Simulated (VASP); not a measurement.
# Al (Fm-3m) in VASP: settings compared

Al is run at these levels: RPBE+D3(BJ), BLYP, HSE06, r2SCAN0, r2SCANh; tasks: single point.

Everything below comes from runs of VASP 6.6.1. Logs are shortened: lines on timing, memory, paths and dates and some standing lists are left out, and cuts for length are marked.

## Step 1: The cell of the first run

The structure is cubic, space group Fm-3m (No. 225). The conventional cell has a = 4.129 Å, b = 4.129 Å, c = 4.129 Å, α = 90.00°, β = 90.00°, γ = 90.00°. Within 3.8 Å of Al (site symmetry m-3m) lie 12 Al at 2.92 Å.

## Step 2: Single point, RPBE+D3(BJ)

Input file INCAR:

```
SYSTEM = Al
PREC = Accurate
ENCUT = 520
EDIFF = 1E-6
ISMEAR = -5
SIGMA = 0.05
LREAL = .FALSE.
LASPH = .TRUE.
NELM = 80
ALGO = Normal
ISIF = 2
LWAVE = .FALSE.
LCHARG = .FALSE.
GGA = RP
IVDW = 12
NBANDS = 8
```

Input file KPOINTS:

```
regular mesh
0
G
  11 11 11
  0 0 0
```

Input file POSCAR:

```
Al
1.0
    0.0000000000      2.0645171409      2.0645171409
    2.0645171409      0.0000000000      2.0645171409
    2.0645171409      2.0645171409      0.0000000000
Al
1
Direct
    0.0000000000      0.0000000000      0.0000000000
```

Potentials or basis: VASP PAW PBE potentials, release 64 (Al).

Run with:

```
$ cat potpaw_PBE.64/Al/POTCAR > POTCAR
$ mpirun -np 1 vasp_std > vasp.out
```

OUTCAR:

```text
SYSTEM = Al
   PREC = Accurate
   ENCUT = 520
   EDIFF = 1E-6
   ISMEAR = -5
   LREAL = .FALSE.
   LASPH = .TRUE.
   NELM = 80
   ISIF = 2
   GGA = RP
   IVDW = 12
 IVDW          = 12

 ion  position               nearest neighbor table
   1  0.000  0.000  0.000-

  LATTYP: Found a face centered cubic cell.
 ALAT       =     4.1290342818

  Lattice vectors:

 A1 = (   0.0000000000,   2.0645171409,   2.0645171409)
 A2 = (   2.0645171409,   0.0000000000,   2.0645171409)
 A3 = (   2.0645171409,   2.0645171409,   0.0000000000)

Analysis of symmetry for initial positions (statically):
=====================================================================
 Subroutine PRICEL returns:
 Original cell was already a primitive cell.

 Routine SETGRP: Setting up the symmetry group for a
 face centered cubic supercell.

 Subroutine GETGRP returns: Found 48 space group operations
[... 9 lines left out ...]

 Routine SETGRP: Setting up the symmetry group for a
 face centered cubic supercell.

 Subroutine GETGRP returns: Found 48 space group operations
 (whereof 48 operations were pure point group operations)
 out of a pool of 48 trial point group operations.

The dynamic configuration has the point symmetry O_h .

 Subroutine INISYM returns: Found 48 space group operations
 (whereof 48 operations are pure point group operations),
 and found     1 'primitive' translations

----------------------------------------------------------------------------------------

                                     Primitive cell

  volume of cell :      17.5989

  direct lattice vectors                    reciprocal lattice vectors
     0.000000000  2.064517141  2.064517141    -0.242187381  0.242187381  0.242187381
     2.064517141  0.000000000  2.064517141     0.242187381 -0.242187381  0.242187381
     2.064517141  2.064517141  0.000000000     0.242187381  0.242187381 -0.242187381

  length of vectors
     2.919668140  2.919668140  2.919668140     0.419480849  0.419480849  0.419480849

  position of ions in fractional coordinates (direct lattice)
     0.000000000  0.000000000  0.000000000

  ion indices of the primitive-cell ions
   primitive index   ion index
                 1           1

----------------------------------------------------------------------------------------

 KPOINTS: regular mesh

Automatic generation of k-mesh.
 Grid dimensions read from file:
 generate k-points for:   11   11   11

 Generating k-lattice:

  Cartesian coordinates                     Fractional coordinates (reciprocal lattice)
    -0.022017035  0.022017035  0.022017035     0.090909091  0.000000000  0.000000000
     0.022017035 -0.022017035  0.022017035     0.000000000  0.090909091  0.000000000
     0.022017035  0.022017035 -0.022017035     0.000000000  0.000000000  0.090909091

  Length of vectors
     0.038134623  0.038134623  0.038134623

  Shift w.r.t. Gamma in fractional coordinates (k-lattice)
     0.000000000  0.000000000  0.000000000

 TETIRR: Found    201 inequivalent tetrahedra from     7986

 Subroutine IBZKPT returns following result:
 ===========================================

 Found     56 irreducible k-points:

 Following reciprocal coordinates:
            Coordinates               Weight
  0.000000  0.000000  0.000000      1.000000
  0.090909  0.000000  0.000000      8.000000
  0.181818  0.000000  0.000000      8.000000
  0.272727  0.000000  0.000000      8.000000
  0.363636  0.000000  0.000000      8.000000
  0.454545  0.000000  0.000000      8.000000
[... 16 lines left out ...]
 -0.272727  0.181818  0.000000     24.000000
 -0.181818  0.181818  0.000000     12.000000
 [... further k-points ...]
   k-points           NKPTS =     56   k-points in BZ     NKDIM =     56   number of bands    NBANDS=      8
   number of dos      NEDOS =    301   number of ions     NIONS =      1
   total plane-waves  NPLWV =  13824
   dimension x,y,z NGX =    24 NGY =   24 NGZ =   24
   dimension x,y,z NGXF=    48 NGYF=   48 NGZF=   48
   ions per type =               1
   NGX,Y,Z   is equivalent  to a cutoff of  13.67, 13.67, 13.67 a.u.
   NGXF,Y,Z  is equivalent  to a cutoff of  27.33, 27.33, 27.33 a.u.
 SYSTEM =  Al
   PREC   = accura    normal or accurate (medium, high low for compatibility)
   ISTART =      0    job   : 0-new  1-cont  2-samecut
   ICHARG =      2    charge: 1-file 2-atom 10-const
   ISPIN  =      1    spin polarized calculation?
   LNONCOLLINEAR =      F non collinear calculations
   LSORBIT =      F    spin-orbit coupling
   LASPH  =      T    aspherical Exc in radial PAW
   ENCUT  =  520.0 eV  38.22 Ry    6.18 a.u.   5.43  5.43  5.43*2*pi/ulx,y,z
   NELM   =     80;   NELMIN=  2; NELMDL= -5     # of ELM steps
   EDIFF  = 0.1E-05   stopping-criterion for ELM
   LREAL  =      F    real-space projection
   EDIFFG = 0.1E-04   stopping-criterion for IOM
   NSW    =      0    number of steps for IOM
   IBRION =     -1    ionic relax: 0-MD 1-quasi-New 2-CG
[... 112 lines left out ...]
      5      18.8422      0.00000
      6      18.8422      0.00000
      7      21.6750      0.00000
      8      22.4821      0.00000

 k-point     7 :       0.0909    0.0909    0.0000
  band No.  band energies     occupation
      1      -2.9753      2.00000
      2      17.7394      0.00000
      3      17.7394      0.00000
      4      18.1361      0.00000
      5      20.1759      0.00000
      6      23.1831      0.00000
      7      23.1831      0.00000
      8      23.2593      0.00000

 k-point     8 :       0.1818    0.0909    0.0000
  band No.  band energies     occupation
      1      -2.4744      2.00000
      2      14.5425      0.00000
      3      16.8338      0.00000
      4      18.1716      0.00000
      5      20.5102      0.00000
      6      21.3454      0.00000
      7      23.5806      0.00000
      8      24.5334      0.00000

 k-point     9 :       0.2727    0.0909    0.0000
  band No.  band energies     occupation
      1      -1.5487      2.00000
      2      11.1805      0.00000
      3      16.2903      0.00000
      4      17.8140      0.00000
      5      19.0622      0.00000
      6      22.6661      0.00000
      7      23.5521      0.00000
      8      23.6494      0.00000

 k-point    10 :       0.3636    0.0909    0.0000
  band No.  band energies     occupation
      1      -0.2059      2.00000
      2       8.0867      0.40121
      3      16.1140      0.00000
      4      17.4964      0.00000
      5      17.6968      0.00000
      6      22.2462      0.00000
      7      23.2389      0.00000
      8      24.9151      0.00000
[... 78 lines left out ...]
 k-point    18 :       0.2727    0.1818    0.0000
  band No.  band energies     occupation
      1      -1.3359      2.00000
      2      12.7248      0.00000
      3      15.1122      0.00000
      4      16.4685      0.00000
      5      16.5928      0.00000
      6      19.4432      0.00000
      7      26.2430      0.00000
      8      26.8698      0.00000

 k-point    19 :       0.3636    0.1818    0.0000
  band No.  band energies     occupation
      1      -0.1358      2.00000
      2       9.5906     -0.09655
      3      14.8080      0.00000
      4      14.8402      0.00000
      5      16.4201      0.00000
      6      21.5269      0.00000
      7      24.9410      0.00000
      8      26.8794      0.00000

 k-point    20 :       0.4545    0.1818    0.0000
  band No.  band energies     occupation
      1       1.4723      2.00000
      2       6.7400      1.65447
      3      13.4752      0.00000
      4      14.8746      0.00000
      5      16.5635      0.00000
      6      23.7515      0.00000
      7      23.9852      0.00000
      8      26.7296      0.00000

 k-point    21 :      -0.4545    0.1818    0.0000
  band No.  band energies     occupation
      1       3.4707      2.00000
      2       4.2380      2.00000
      3      12.4969      0.00000
      4      15.3119      0.00000
      5      17.0701      0.00000
      6      22.8616      0.00000
      7      25.1759      0.00000
      8      27.5576      0.00000

 k-point    22 :      -0.3636    0.1818    0.0000
  band No.  band energies     occupation
      1       2.0983      2.00000
      2       5.8527      2.15559
      3      11.9197      0.00000
      4      16.1188      0.00000
      5      17.9586      0.00000
      6      22.3159      0.00000
      7      24.7764      0.00000
      8      27.6948      0.00000

 k-point    23 :      -0.2727    0.1818    0.0000
  band No.  band energies     occupation
      1       0.3560      2.00000
      2       8.5514      0.03508
      3      11.7776      0.00000
      4      17.2904      0.00000
      5      19.2137      0.00000
      6      22.1148      0.00000
      7      24.3529      0.00000
      8      24.9137      0.00000

 k-point    24 :      -0.1818    0.1818    0.0000
  band No.  band energies     occupation
      1      -0.9819      2.00000
      2      11.1590      0.00000
      3      12.4538      0.00000
      4      18.8062      0.00000
      5      20.7840      0.00000
      6      21.9038      0.00000
      7      22.8259      0.00000
      8      23.7421      0.00000

 [... further k-points ...]

------------------------ aborting loop because EDIFF is reached ----------------------------------------

 Edisp (eV)   -1.64015

 E8    (eV) :    -1.0897

  FORCE on cell =-STRESS in cart. coord.  units (eV):
  Direction    XX          YY          ZZ          XY          YZ          ZX
  --------------------------------------------------------------------------------------
  -------------------------------------------------------------------------------------
  Total      -2.44811    -2.44811    -2.44811    -0.00000    -0.00000     0.00000
  in kB    -222.87207  -222.87207  -222.87207    -0.00000    -0.00000     0.00000
  external pressure =     -222.87 kB  Pullay stress =        0.00 kB

 VOLUME and BASIS-vectors are now :
 -----------------------------------------------------------------------------
  energy-cutoff  :      520.00
  volume of cell :       17.60
      direct lattice vectors                 reciprocal lattice vectors
     0.000000000  2.064517141  2.064517141    -0.242187381  0.242187381  0.242187381
     2.064517141  0.000000000  2.064517141     0.242187381 -0.242187381  0.242187381
     2.064517141  2.064517141  0.000000000     0.242187381  0.242187381 -0.242187381

 POSITION                                       TOTAL-FORCE (eV/Angst)
 -----------------------------------------------------------------------------------
      0.00000      0.00000      0.00000         0.000000      0.000000      0.000000
 -----------------------------------------------------------------------------------
    total drift:                               -0.000000      0.000000      0.000000

  FREE ENERGIE OF THE ION-ELECTRON SYSTEM (eV)
  ---------------------------------------------------
  free  energy   TOTEN  =        -5.1384243811 eV

  energy  without entropy=       -5.1384243811  energy(sigma->0) =       -5.13842438
```

It took 15 s on 1 thread of AMD EPYC 7R13, shared host; peak memory 0.11 GiB.

What came out:

- Free energy: -5.1384 eV
- Pressure: -22.3 GPa
- Dispersion energy per atom: -1.640 eV

Caveat: the PAW data sets were made with another functional, which shifts forces and pressure a little; pairwise dispersion overbinds metals, which lowers pressure and volume; tetrahedron occupations give inexact forces and stress in metals.

## Step 3: Single point, BLYP, non-collinear spin, typed start

This run uses another cell than the first one, of 16.60 Å³/atom, 0.943 times its volume.

Input file INCAR:

```
SYSTEM = Al
  AGGAC = 1.0
  AGGAX = 1.0
  ALDAC = 0.0
  ALDAX = 1.0
  ALGO = Fast
  EDIFF = 1E-7
  ENCUT = 520
  GGA = B5
  ISIF = 2
  ISMEAR = 0
  LASPH = .True.
  LCHARG = .True.
  LNONCOLLINEAR = .True.
  LORBIT = 11
  LREAL = .False.
  LVHAR = .True.
  LWAVE = .False.
  MAGMOM = 0 0 0.5
  NBANDS = 14
  NELM = 150
  PREC = Accurate
  SIGMA = 0.1
```

Input file KPOINTS:

```
k-points
0
Gamma
  8 8 8
  0 0 0
```

Input file POSCAR:

```
Al
1.0
    0.0000000000      2.0248050000      2.0248050000
    2.0248050000      0.0000000000      2.0248050000
    2.0248050000      2.0248050000      0.0000000000
Al
1
Direct
    0.0000000000      0.0000000000      0.0000000000
```

Potentials or basis: VASP PAW PBE potentials, release 64 (Al).

Run with:

```
$ cat potpaw_PBE.64/Al/POTCAR > POTCAR
$ mpirun -np 1 vasp_ncl > vasp.out
```

Run time: 2 min. Hardware: 1 thread of AMD EPYC 7R13, shared host; peak memory 0.16 GiB.

Results (log left out):

- Free energy: -2.6945 eV
- Pressure: 3.0 GPa
- Band gap on the k mesh: zero (band 3 reaches 20.95 eV, above the bottom of band 4 at 3.97 eV)
- Net moment: 0.00 μB per cell
- Valence electrons inside the program's atomic spheres: Al 0.78

Levels at points of the mesh, in eV from the Fermi level:
```tsv
k point	band 1	band 2	band 3	band 4	band 5	band 6
(0.00, 0.00, 0.00)	-11.13	-11.13	12.49	12.49	12.49	12.49
(0.50, 0.00, 0.00)	-4.54	-4.54	-4.50	-4.50	11.08	11.08
(0.50, 0.50, 0.00)	-2.97	-2.97	-1.63	-1.63	5.23	5.23
(0.00, 0.50, 0.50)	-2.97	-2.97	-1.63	-1.63	5.23	5.23
```

Moments on the atoms (μB; x, y, z):
```
Al  0.00 0.00 0.00
```

Caveat: the PAW data sets were made with another functional, which shifts forces and pressure a little.

## Step 4: Single point, HSE06

This run uses another cell than the first one, of 16.60 Å³/atom, 0.943 times its volume.

POSCAR is that of step 3.

Input file INCAR.step1:

```
PREC = Accurate
ENCUT = 520
EDIFF = 1E-5
ISMEAR = -1
SIGMA = 0.05
LREAL = F
LASPH = T
NELM = 100
ALGO = Normal
ISIF = 2
LWAVE = T
LCHARG = F
GGA = PE
NBANDS = 8
```

Input file INCAR.step2:

```
PREC = Accurate
ENCUT = 520
EDIFF = 1E-6
ISMEAR = -1
SIGMA = 0.05
LREAL = F
LASPH = T
NELM = 100
ALGO = Normal
ISIF = 2
LWAVE = F
LCHARG = F
GGA = PE
LHFCALC = T
HFSCREEN = 0.2079
PRECFOCK = Normal
ISTART = 1
NBANDS = 8
```

Input file KPOINTS:

```
Automatic mesh
0
Gamma
  6 6 6
```

Run with:

```
$ cat potpaw_PBE.64/Al/POTCAR > POTCAR
$ cp INCAR.step1 INCAR
$ mpirun -np 1 vasp_std > vasp.out
$ cp INCAR.step2 INCAR
$ mpirun -np 1 vasp_std > vasp.out
```

It took 36 s on 1 thread of Intel Xeon Platinum 8488C (Sapphire Rapids), shared host; peak memory 0.23 GiB.

It converged, with:

```
Free energy : -4.1770 eV
Pressure    : -0.9 GPa
```

Levels at points of the mesh, in eV from the Fermi level:
```
           k point  band 1  band 2  band 3  band 4  band 5  band 6
(0.00, 0.00, 0.00)  -13.12   13.20   13.20   13.20   14.67   14.67
(0.50, 0.00, 0.00)   -5.72   -5.47   11.88   11.88   11.97   11.97
(0.50, 0.50, 0.00)   -3.83   -2.21    5.41    5.76    5.76    9.39
```

Caveat: the k points lie up to 0.45 Å⁻¹ apart; the PAW data sets were made with another functional, which shifts forces and pressure a little.

## Step 5: Single point, r2SCAN0

This run uses another cell than the first one, of 16.60 Å³/atom, 0.943 times its volume.

POSCAR is that of step 4.

Input file INCAR.step1:

```
SYSTEM = Al
PREC = Accurate ; ENCUT = 520
EDIFF = 1E-5 ; ISMEAR = -1
SIGMA = 0.05 ; LREAL = .False.
LASPH = .True. ; NELM = 60
ALGO = Normal ; ISIF = 2
LWAVE = .True. ; LCHARG = .False.
GGA = PE ; NBANDS = 8
```

Input file INCAR.step2:

```
SYSTEM = Al
PREC = Accurate ; ENCUT = 520
EDIFF = 1E-6 ; ISMEAR = -1
SIGMA = 0.05 ; LREAL = .False.
LASPH = .True. ; NELM = 60
ALGO = Normal ; ISIF = 2
LWAVE = .False. ; LCHARG = .False.
METAGGA = R2SCAN ; LHFCALC = .True.
AEXX = 0.25 ; LMIXTAU = .True.
PRECFOCK = Normal ; ISTART = 1
NBANDS = 8
```

Input file KPOINTS:

```
Automatic mesh
0
Gamma
  6 6 6
  0 0 0
```

Run with:

```
$ cat potpaw_PBE.64/Al/POTCAR > POTCAR
$ cp INCAR.step1 INCAR
$ mpirun -np 1 vasp_std > vasp.out
$ cp INCAR.step2 INCAR
$ mpirun -np 1 vasp_std > vasp.out
```

It took 35 s on 1 thread of Intel Xeon Platinum 8488C (Sapphire Rapids), shared host; peak memory 0.13 GiB.

Results (log left out):

| Quantity | Value |
| --- | --- |
| Free energy | -6.7683 eV |
| Pressure | -3.0 GPa |

Levels at points of the mesh, in eV from the Fermi level:
| k point | band 1 | band 2 | band 3 | band 4 |
| --- | --- | --- | --- | --- |
| (0.00, 0.00, 0.00) | -14.07 | 13.92 | 13.92 | 13.92 |
| (0.50, 0.00, 0.00) | -6.48 | -6.05 | 12.62 | 12.62 |
| (0.50, 0.50, 0.00) | -4.41 | -2.71 | 5.86 | 6.28 |

Caveat: the k points lie up to 0.45 Å⁻¹ apart; the PAW data sets were made with another functional, which shifts forces and pressure a little.

## Step 6: Single point, r2SCANh

This run uses another cell than the first one, of 15.61 Å³/atom, 0.887 times its volume.

Input file POSCAR:

```
Al
1.0
    0.0000000000      1.9834708509      1.9834708509
    1.9834708509      0.0000000000      1.9834708509
    1.9834708509      1.9834708509      0.0000000000
Al
1
Direct
    0.0000000000      0.0000000000      0.0000000000
```

Input file INCAR.step1:

```
PREC     = Accurate       # precision mode
ENCUT    = 520            # plane-wave cutoff, eV
EDIFF    = 1E-5           # SCF threshold, eV
ISMEAR   = -1             # smearing method
SIGMA    = 0.05           # smearing width, eV
LREAL    = F              # projectors in reciprocal space
LASPH    = T              # aspherical terms in the spheres
NELM     = 80             # most SCF steps
ALGO     = Normal         # electronic algorithm
ISIF     = 2              # what is computed and relaxed
LWAVE    = T              # write WAVECAR
NBANDS   = 8              # bands
GGA      = PE             # functional
```

Input file INCAR.step2:

```
PREC     = Accurate       # precision mode
ENCUT    = 520            # plane-wave cutoff, eV
EDIFF    = 1E-6           # SCF threshold, eV
ISMEAR   = -1             # smearing method
SIGMA    = 0.05           # smearing width, eV
LREAL    = F              # projectors in reciprocal space
LASPH    = T              # aspherical terms in the spheres
NELM     = 80             # most SCF steps
ALGO     = Normal         # electronic algorithm
ISIF     = 2              # what is computed and relaxed
LWAVE    = F              # write WAVECAR
LCHARG   = T              # write CHGCAR
METAGGA  = R2SCAN         # meta-GGA
LHFCALC  = T              # exact exchange
AEXX     = 0.1            # exact-exchange fraction
LMIXTAU  = T            
PRECFOCK = Normal       
LELF     = T              # ELF
LVHAR    = T            
NBANDS   = 8              # bands
ISTART   = 1
```

Input file KPOINTS:

```
Automatic mesh
0
Gamma
  6 6 6
```

Potentials or basis: VASP PAW PBE potentials, release 64 (Al).

Run with:

```
$ cat potpaw_PBE.64/Al/POTCAR > POTCAR
$ cp INCAR.step1 INCAR
$ mpirun -np 1 vasp_std > vasp.out
$ cp INCAR.step2 INCAR
$ mpirun -np 1 vasp_std > vasp.out
```

Run time: 51 s. Hardware: 1 thread of Intel Xeon 6975P-C (Granite Rapids), shared host; peak memory 0.14 GiB.

It converged, with:

```
Free energy : -6.7815 eV
Pressure    : 1.9 GPa
```

Levels at points of the mesh, in eV from the Fermi level:
| k point | band 1 | band 2 | band 3 | band 4 | band 5 | band 6 |
| --- | --- | --- | --- | --- | --- | --- |
| (0.00, 0.00, 0.00) | -13.49 | 13.57 | 13.57 | 13.57 | 15.85 | 15.85 |
| (0.50, 0.00, 0.00) | -6.19 | -5.56 | 12.26 | 12.26 | 12.80 | 12.80 |
| (0.50, 0.50, 0.00) | -4.15 | -2.42 | 5.31 | 6.08 | 6.08 | 10.28 |

Caveat: the k points lie up to 0.46 Å⁻¹ apart; the PAW data sets were made with another functional, which shifts forces and pressure a little.

## Step 7: Summary

```tsv
level	spin	cell	k mesh	smearing	grid for exact exchange (PRECFOCK)	screening parameter	gap on the mesh (eV)	pressure (GPa)
RPBE+D3(BJ)	off	a = 2.920 Å, angles 60.0°, 1 atom	11 × 11 × 11	tetrahedron	-	-	none	-22.3
BLYP	non-collinear, typed start	a = 2.864 Å, angles 60.0°, 1 atom	8 × 8 × 8	gaussian 0.1 eV	-	-	none	3.0
HSE06	off	a = 2.864 Å, angles 60.0°, 1 atom	6 × 6 × 6	fermi-dirac 0.05 eV	Normal	0.2079 1/Å	none	-0.9
r2SCAN0	off	a = 2.864 Å, angles 60.0°, 1 atom	6 × 6 × 6	fermi-dirac 0.05 eV	Normal	-	none	-3.0
r2SCANh	off	a = 2.805 Å, angles 60.0°, 1 atom	6 × 6 × 6	fermi-dirac 0.05 eV	Normal	-	none	1.9
```

Alike in all rows: task single point; potentials or basis VASP PAW PBE potentials, release 64 (Al); cutoff (eV) 520.

Caveats: some runs use coarse meshes; the PAW data sets were made with another functional, which shifts forces and pressure a little; pairwise dispersion overbinds metals, which lowers pressure and volume (some runs); tetrahedron occupations give inexact forces and stress in metals (some runs).

Total energies depend on the potentials used, so only differences within one code and one set of settings carry meaning.
